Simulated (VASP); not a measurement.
# Rh (P6_3/mmc) in VASP: notebook

The runs below take Rh through single point, with LDA.

Program: VASP 6.6.1. These are calculated values, not measurements. Logs are shortened: lines on timing, memory, paths and dates and some standing lists are left out, and cuts for length are marked.

## Step 1: The cell of the first run

It takes space group P6_3/mmc (No. 194, hexagonal). The conventional cell has a = 2.731 Å, b = 2.731 Å, c = 4.428 Å, α = 90.00°, β = 90.00°, γ = 120.00°. Rh (site symmetry -6m2) has 12 Rh at 2.72 to 2.73 Å within 3.6 Å.

## Step 2: Single point, LDA

INCAR

```
SYSTEM = Rh
  PREC = Accurate
  ENCUT = 520
  EDIFF = 1E-7
  ISMEAR = 0
  SIGMA = 0.2
  LREAL = .False.
  LASPH = .True.
  NELM = 80
  ALGO = Normal
  ISIF = 2
  LWAVE = .False.
  LCHARG = .True.
  LELF = .True.
  LVHAR = .True.
  NBANDS = 22
```

KPOINTS

```
Automatic mesh
0
Gamma
  10 10 5
  0 0 0
```

POSCAR

```
Rh
1.0
    2.7309790400      0.0000000000      0.0000000000
   -1.3654895200      2.3650972300      0.0000000000
    0.0000000000      0.0000000000      4.4284890000
Rh
2
Direct
    0.6666666675      0.3333333277      0.7500000000
    0.3333333304      0.6666666681      0.2500000000
```

Potentials or basis: VASP PAW LDA potentials, release 64 (Rh_pv).

Command:

```bash
cat potpaw_LDA.64/Rh_pv/POTCAR > POTCAR
mpirun -np 1 vasp_std > vasp.out
```

OUTCAR:

```text
SYSTEM = Rh
   PREC = Accurate
   ENCUT = 520
   EDIFF = 1E-7
   ISMEAR = 0
   LREAL = .False.
   LASPH = .True.
   NELM = 80
   ISIF = 2

 ion  position               nearest neighbor table
   1  0.667  0.333  0.750-   2 2.72   2 2.72   2 2.72   2 2.72   2 2.72   2 2.72
   2  0.333  0.667  0.250-   1 2.72   1 2.72   1 2.72   1 2.72   1 2.72   1 2.72

  LATTYP: Found a hexagonal cell.
 ALAT       =     2.7309790400
 C/A-ratio  =     1.6215756090

  Lattice vectors:

 A1 = (   2.7309790400,   0.0000000000,   0.0000000000)
 A2 = (  -1.3654895200,   2.3650972300,   0.0000000000)
 A3 = (   0.0000000000,   0.0000000000,   4.4284890000)

Analysis of symmetry for initial positions (statically):
=====================================================================
 Subroutine PRICEL returns:
 Original cell was already a primitive cell.

 Routine SETGRP: Setting up the symmetry group for a
 hexagonal supercell.

 Subroutine GETGRP returns: Found 24 space group operations
 (whereof 12 operations were pure point group operations)
 out of a pool of 24 trial point group operations.

The static configuration has the point symmetry D_3d.
 The point group associated with its full space group is D_6h.

Analysis of symmetry for dynamics (positions and initial velocities):
=====================================================================
 Subroutine PRICEL returns:
 Original cell was already a primitive cell.

 Routine SETGRP: Setting up the symmetry group for a
 hexagonal supercell.

 Subroutine GETGRP returns: Found 24 space group operations
 (whereof 12 operations were pure point group operations)
 out of a pool of 24 trial point group operations.

The dynamic configuration has the point symmetry D_3d.
 The point group associated with its full space group is D_6h.

 Subroutine INISYM returns: Found 24 space group operations
 (whereof 12 operations are pure point group operations),
 and found     1 'primitive' translations

----------------------------------------------------------------------------------------

                                     Primitive cell

  volume of cell :      28.6037

  direct lattice vectors                    reciprocal lattice vectors
     2.730979040  0.000000000  0.000000000     0.366169050  0.211407799  0.000000000
    -1.365489520  2.365097230  0.000000000     0.000000000  0.422815598  0.000000000
     0.000000000  0.000000000  4.428489000     0.000000000  0.000000000  0.225810655

  length of vectors
     2.730979040  2.730979044  4.428489000     0.422815599  0.422815598  0.225810655

  position of ions in fractional coordinates (direct lattice)
     0.666666668  0.333333328  0.750000000
     0.333333330  0.666666668  0.250000000

  ion indices of the primitive-cell ions
   primitive index   ion index
                 1           1
                 2           2

----------------------------------------------------------------------------------------

 KPOINTS: Automatic mesh

Automatic generation of k-mesh.
 Grid dimensions read from file:
 generate k-points for:   10   10    5

 Generating k-lattice:

  Cartesian coordinates                     Fractional coordinates (reciprocal lattice)
     0.036616905  0.021140780  0.000000000     0.100000000  0.000000000  0.000000000
     0.000000000  0.042281560  0.000000000     0.000000000  0.100000000  0.000000000
     0.000000000  0.000000000  0.045162131     0.000000000  0.000000000  0.200000000

  Length of vectors
     0.042281560  0.042281560  0.045162131

  Shift w.r.t. Gamma in fractional coordinates (k-lattice)
     0.000000000  0.000000000  0.000000000

 Subroutine IBZKPT returns following result:
 ===========================================

 Found     42 irreducible k-points:

 Following reciprocal coordinates:
            Coordinates               Weight
  0.000000  0.000000  0.000000      1.000000
  0.100000 -0.000000  0.000000      6.000000
  0.200000 -0.000000  0.000000      6.000000
  0.300000  0.000000  0.000000      6.000000
  0.400000 -0.000000  0.000000      6.000000
  0.500000  0.000000  0.000000      3.000000
[... 16 lines left out ...]
  0.300000  0.100000  0.200000     24.000000
  0.400000  0.100000  0.200000     24.000000
 [... further k-points ...]
   k-points           NKPTS =     42   k-points in BZ     NKDIM =     42   number of bands    NBANDS=     22
   number of dos      NEDOS =    301   number of ions     NIONS =      2
   total plane-waves  NPLWV =  14400
   dimension x,y,z NGX =    20 NGY =   20 NGZ =   36
   dimension x,y,z NGXF=    40 NGYF=   40 NGZF=   72
   ions per type =               2
   NGX,Y,Z   is equivalent  to a cutoff of  12.17, 12.17, 13.51 a.u.
   NGXF,Y,Z  is equivalent  to a cutoff of  24.35, 24.35, 27.03 a.u.
 SYSTEM =  Rh
   PREC   = accura    normal or accurate (medium, high low for compatibility)
   ISTART =      0    job   : 0-new  1-cont  2-samecut
   ICHARG =      2    charge: 1-file 2-atom 10-const
   ISPIN  =      1    spin polarized calculation?
   LNONCOLLINEAR =      F non collinear calculations
   LSORBIT =      F    spin-orbit coupling
   LASPH  =      T    aspherical Exc in radial PAW
   ENCUT  =  520.0 eV  38.22 Ry    6.18 a.u.   5.08  5.08  8.23*2*pi/ulx,y,z
   NELM   =     80;   NELMIN=  2; NELMDL= -5     # of ELM steps
   EDIFF  = 0.1E-06   stopping-criterion for ELM
   LREAL  =      F    real-space projection
   EDIFFG = 0.1E-05   stopping-criterion for IOM
   NSW    =      0    number of steps for IOM
   IBRION =     -1    ionic relax: 0-MD 1-quasi-New 2-CG
   NFREE  =      0    steps in history (QN), initial steepest desc. (CG)
   ISIF   =      2    stress and relaxation
   ISYM   =      2    0-nonsym 1-usesym 2-fastsym
   POTIM  = 0.5000    time-step for ionic-motion
   TEBEG  =    0.0;   TEEND  =   0.0 temperature during run
   PSTRESS=    0.0 pullay stress
   NELECT =      30.0000    total number of electrons
   NUPDOWN=      -1.0000    fix difference up-down
   EMIN   =  10.00;   EMAX   =-10.00  energy-range for DOS
   EFERMI =   0.00;   METHOD = LEGACY
   ISMEAR =     0;   SIGMA  =   0.20  broadening in eV -4-tet -1-fermi 0-gaus
   EFERMI_NEDOS =   21; number of points for ismear=-14 and -15
   IALGO  =     38    algorithm
   IMIX   =      4    mixing-type and parameters
     AMIX     =   0.40;   BMIX     =  1.00
     AMIX_MAG =   1.60;   BMIX_MAG =  1.00
  volume/ion in A,a.u.               =      14.30        96.51
  Fermi-wavevector in a.u.,A,eV,Ry     =   1.663314  3.143208 37.642066  2.766614
  Thomas-Fermi vector in A             =   2.750053
   LORBIT       =      0    0 simple, 1 ext, 2 COOP (PROOUT), +10 PAW based schemes
   GGA     = CA    functional components
   LHFCALC =     F    Hartree Fock is set to
   AEXX    =    0.0000 exact exchange contribution
   IVDW    =     0    specifies the selected vdW correction
   LEPSILON=     F    determine dielectric tensor
   LRPA    =     F    only Hartree local field effects (RPA)
 non-spin polarized calculation
 Gauss-broadening in eV      SIGMA  =   0.20
  energy-cutoff  :      520.00
  volume of cell :       28.60
 maximum number of plane-waves:       785
   NGX = 11   NGY = 11   NGZ = 17

 number of electron      30.0000009 magnetization

 Free energy of the ion-electron system (eV)
  ---------------------------------------------------
  ext. energy  EPLUGINS =         0.00000000
  ---------------------------------------------------
  free energy    TOTEN  =       -17.18722385 eV

  energy without entropy =      -17.10988014  energy(sigma->0) =      -17.14855199

 E-fermi :  11.0802     XC(G=0): -14.1003

 val. band max:       11.0704907970   @ k =   0.3000   0.1000   0.4000
 cond. band min:      11.1093434421   @ k =   0.4000  -0.0000   0.0000
 fundamental gap:      0.0388526452
 Fermi energy:        11.0801573187

 k-point     1 :       0.0000    0.0000    0.0000
  band No.  band energies     occupation
      1     -35.7458      2.00000
      2     -35.1788      2.00000
      3     -35.1788      2.00000
      4     -35.0844      2.00000
      5     -35.0844      2.00000
      6     -35.0836      2.00000
[... 14 lines left out ...]
     21      29.0692      0.00000
     22      29.6780      0.00000

 k-point     2 :       0.1000   -0.0000    0.0000
  band No.  band energies     occupation
      1     -35.7253      2.00000
      2     -35.2252      2.00000
      3     -35.1938      2.00000
      4     -35.1325      2.00000
      5     -35.0920      2.00000
      6     -35.0920      2.00000
[... 14 lines left out ...]
     21      29.4419      0.00000
     22      29.7357      0.00000

 k-point     3 :       0.2000   -0.0000    0.0000
  band No.  band energies     occupation
      1     -35.6682      2.00000
      2     -35.3469      2.00000
      3     -35.2559      2.00000
      4     -35.2318      2.00000
      5     -35.1178      2.00000
      6     -35.1129      2.00000
[... 14 lines left out ...]
     21      28.8757      0.00000
     22      29.2900      0.00000

 k-point     4 :       0.3000    0.0000    0.0000
  band No.  band energies     occupation
      1     -35.5867      2.00000
      2     -35.4978      2.00000
      3     -35.4038      2.00000
      4     -35.2770      2.00000
      5     -35.1604      2.00000
      6     -35.1400      2.00000
[... 14 lines left out ...]
     21      26.4629      0.00000
     22      27.3939      0.00000

 k-point     5 :       0.4000   -0.0000    0.0000
  band No.  band energies     occupation
      1     -35.6198      2.00000
      2     -35.5199      2.00000
      3     -35.5025      2.00000
      4     -35.3126      2.00000
      5     -35.2131      2.00000
      6     -35.1627      2.00000
[... 14 lines left out ...]
     21      24.6101      0.00000
     22      25.9170      0.00000

 k-point     6 :       0.5000    0.0000    0.0000
  band No.  band energies     occupation
      1     -35.6663      2.00000
      2     -35.5635      2.00000
      3     -35.4593      2.00000
      4     -35.3260      2.00000
      5     -35.2442      2.00000
      6     -35.1715      2.00000
[... 14 lines left out ...]
     21      23.8780      0.00000
     22      24.7578      0.00000

 k-point     7 :       0.1000    0.1000    0.0000
  band No.  band energies     occupation
      1     -35.6865      2.00000
      2     -35.2990      2.00000
      3     -35.2528      2.00000
      4     -35.1883      2.00000
      5     -35.1139      2.00000
      6     -35.1092      2.00000
[... 324 lines left out ...]
      6     -35.1864      2.00000
[... 14 lines left out ...]
     21      24.7015      0.00000
     22      25.7199      0.00000

 k-point    21 :       0.1000    0.1000    0.2000
  band No.  band energies     occupation
      1     -35.6417      2.00000
      2     -35.2820      2.00000
      3     -35.2706      2.00000
      4     -35.2061      2.00000
      5     -35.1273      2.00000
      6     -35.1245      2.00000
[... 14 lines left out ...]
     21      28.2173      0.00000
     22      29.1082      0.00000

 k-point    22 :       0.2000    0.1000    0.2000
  band No.  band energies     occupation
      1     -35.6047      2.00000
      2     -35.4067      2.00000
      3     -35.3729      2.00000
      4     -35.2558      2.00000
      5     -35.1644      2.00000
      6     -35.1484      2.00000
[... 14 lines left out ...]
     21      26.3847      0.00000
     22      27.8123      0.00000

 k-point    23 :       0.3000    0.1000    0.2000
  band No.  band energies     occupation
      1     -35.6182      2.00000
      2     -35.5218      2.00000
      3     -35.4219      2.00000
      4     -35.3045      2.00000
      5     -35.2066      2.00000
      6     -35.1769      2.00000
[... 14 lines left out ...]
     21      24.7080      0.00000
     22      26.0171      0.00000

 k-point    24 :       0.4000    0.1000    0.2000
  band No.  band energies     occupation
      1     -35.6736      2.00000
      2     -35.5851      2.00000
      3     -35.4058      2.00000
      4     -35.3238      2.00000
      5     -35.2438      2.00000
      6     -35.1994      2.00000
[... 14 lines left out ...]
     21      23.6062      0.00000
     22      25.5621      0.00000

 [... further k-points ...]
[... 5 lines left out ...]
  --------------------------------------------------------------------------------------
  -------------------------------------------------------------------------------------
  Total       -3.2636382     -3.2636383     -3.3205607      0.0000000     -0.0000000      0.0000000
  in kB     -182.8056687   -182.8056693   -185.9940602      0.0000000     -0.0000000      0.0000000
  external PRESSURE =    -183.8684661 kB  Pullay stress =       0.0000000 kB

 VOLUME and BASIS-vectors are now :
 -----------------------------------------------------------------------------
  energy-cutoff  :      520.00
  volume of cell :       28.60
      direct lattice vectors                 reciprocal lattice vectors
     2.730979040  0.000000000  0.000000000     0.366169050  0.211407799  0.000000000
    -1.365489520  2.365097230  0.000000000     0.000000000  0.422815598  0.000000000
     0.000000000  0.000000000  4.428489000     0.000000000  0.000000000  0.225810655

 POSITION                                       TOTAL-FORCE (eV/Angst)
 -----------------------------------------------------------------------------------
      1.36549      0.78837      3.32137         0.000000      0.000000      0.000000
     -0.00000      1.57673      1.10712        -0.000000     -0.000000      0.000000
 -----------------------------------------------------------------------------------
    total drift:                               -0.000003      0.000008     -0.000001

  FREE ENERGIE OF THE ION-ELECTRON SYSTEM (eV)
  ---------------------------------------------------
  free  energy   TOTEN  =       -17.1872238452 eV

  energy  without entropy=      -17.1098801385  energy(sigma->0) =      -17.14855199
```

It took 8.2 s on 1 thread of Intel Xeon 6975P-C (Granite Rapids), shared host; peak memory 0.14 GiB.

What came out:

| Item | Value |
| --- | --- |
| Free energy | -17.1872 eV |
| Pressure | -18.4 GPa |
| Band gap on the k mesh | zero (band 15 reaches 11.68 eV, above the bottom of band 16 at 9.49 eV) |

Stress tensor (GPa, compression positive):
```
-18.28   0.00   0.00
  0.00 -18.28   0.00
  0.00   0.00 -18.60
```

## Step 3: Single point, LDA

INCAR

```
SYSTEM = Rh
PREC = Accurate
ENCUT = 520
EDIFF = 1E-6
ISMEAR = 0
SIGMA = 0.1
LREAL = .FALSE.
LASPH = .TRUE.
NELM = 80
ALGO = Normal
ISIF = 2
LWAVE = .FALSE.
LCHARG = .TRUE.
LELF = .TRUE.
LVHAR = .TRUE.
NBANDS = 22
```

KPOINTS

```
regular mesh
0
G
  10 10 5
  0 0 0
```

POSCAR is that of step 2.

Potentials or basis: VASP PAW LDA potentials, release 64 (Rh_pv).

Command:

```bash
cat potpaw_LDA.64/Rh_pv/POTCAR > POTCAR
mpirun -np 1 vasp_std > vasp.out
```

OUTCAR:

```text
SYSTEM = Rh
   PREC = Accurate
   ENCUT = 520
   EDIFF = 1E-6
   ISMEAR = 0
   LREAL = .FALSE.
   LASPH = .TRUE.
   NELM = 80
   ISIF = 2

 ion  position               nearest neighbor table
   1  0.667  0.333  0.750-   2 2.72   2 2.72   2 2.72   2 2.72   2 2.72   2 2.72
   2  0.333  0.667  0.250-   1 2.72   1 2.72   1 2.72   1 2.72   1 2.72   1 2.72

  LATTYP: Found a hexagonal cell.
 ALAT       =     2.7309790400
 C/A-ratio  =     1.6215756090

  Lattice vectors:

 A1 = (   2.7309790400,   0.0000000000,   0.0000000000)
 A2 = (  -1.3654895200,   2.3650972300,   0.0000000000)
 A3 = (   0.0000000000,   0.0000000000,   4.4284890000)

Analysis of symmetry for initial positions (statically):
[... 780 lines left out ...]
     22      25.5622      0.00000

 [... further k-points ...]
[... 5 lines left out ...]
  --------------------------------------------------------------------------------------
  -------------------------------------------------------------------------------------
  Total       -3.3542682     -3.3542682     -3.3121155      0.0000000      0.0000000      0.0000000
  in kB     -187.8821096   -187.8821102   -185.5210156      0.0000000      0.0000000      0.0000000
  external PRESSURE =    -187.0950785 kB  Pullay stress =       0.0000000 kB

 VOLUME and BASIS-vectors are now :
 -----------------------------------------------------------------------------
  energy-cutoff  :      520.00
  volume of cell :       28.60
      direct lattice vectors                 reciprocal lattice vectors
     2.730979040  0.000000000  0.000000000     0.366169050  0.211407799  0.000000000
    -1.365489520  2.365097230  0.000000000     0.000000000  0.422815598  0.000000000
     0.000000000  0.000000000  4.428489000     0.000000000  0.000000000  0.225810655

 POSITION                                       TOTAL-FORCE (eV/Angst)
 -----------------------------------------------------------------------------------
      1.36549      0.78837      3.32137         0.000000      0.000000      0.000000
     -0.00000      1.57673      1.10712        -0.000000      0.000000      0.000000
 -----------------------------------------------------------------------------------
    total drift:                               -0.000003      0.000008     -0.000001

  FREE ENERGIE OF THE ION-ELECTRON SYSTEM (eV)
  ---------------------------------------------------
  free  energy   TOTEN  =       -17.1593123780 eV

  energy  without entropy=      -17.1428841789  energy(sigma->0) =      -17.15109828
```

OSZICAR:

```text
N       E                     dE             d eps       ncg     rms          rms(c)
DAV:   1     0.330476688511E+03    0.33048E+03   -0.18927E+04  1848   0.158E+03
DAV:   2    -0.107807093764E+02   -0.34126E+03   -0.32883E+03  1902   0.474E+02
DAV:   3    -0.182390887058E+02   -0.74584E+01   -0.74165E+01  2166   0.792E+01
DAV:   4    -0.182898318924E+02   -0.50743E-01   -0.50736E-01  2078   0.659E+00
DAV:   5    -0.182906296321E+02   -0.79774E-03   -0.79773E-03  2130   0.866E-01    0.138E+01
DAV:   6    -0.172002957198E+02    0.10903E+01   -0.26570E+00  2034   0.170E+01    0.435E+00
DAV:   7    -0.171679156348E+02    0.32380E-01   -0.34618E-02  2100   0.159E+00    0.214E+00
DAV:   8    -0.171596033974E+02    0.83122E-02   -0.81064E-03  2010   0.106E+00    0.284E-01
DAV:   9    -0.171593002617E+02    0.30314E-03   -0.31431E-04  2130   0.215E-01    0.447E-02
DAV:  10    -0.171593123402E+02   -0.12078E-04   -0.54004E-06  2122   0.229E-02    0.432E-03
DAV:  11    -0.171593123780E+02   -0.37845E-07   -0.38491E-07  1296   0.604E-03
   1 F= -.17159312E+02 E0= -.17151098E+02  d E =-.164282E-01
```

Wall time 7.9 s (1 thread of Intel Xeon 6975P-C (Granite Rapids), shared host); peak memory 0.14 GiB.

What came out:

```
Free energy            : -17.1593 eV
Pressure               : -18.7 GPa
Band gap on the k mesh : zero (band 15 reaches 11.68 eV, above the bottom of band 16 at 9.50 eV)
```
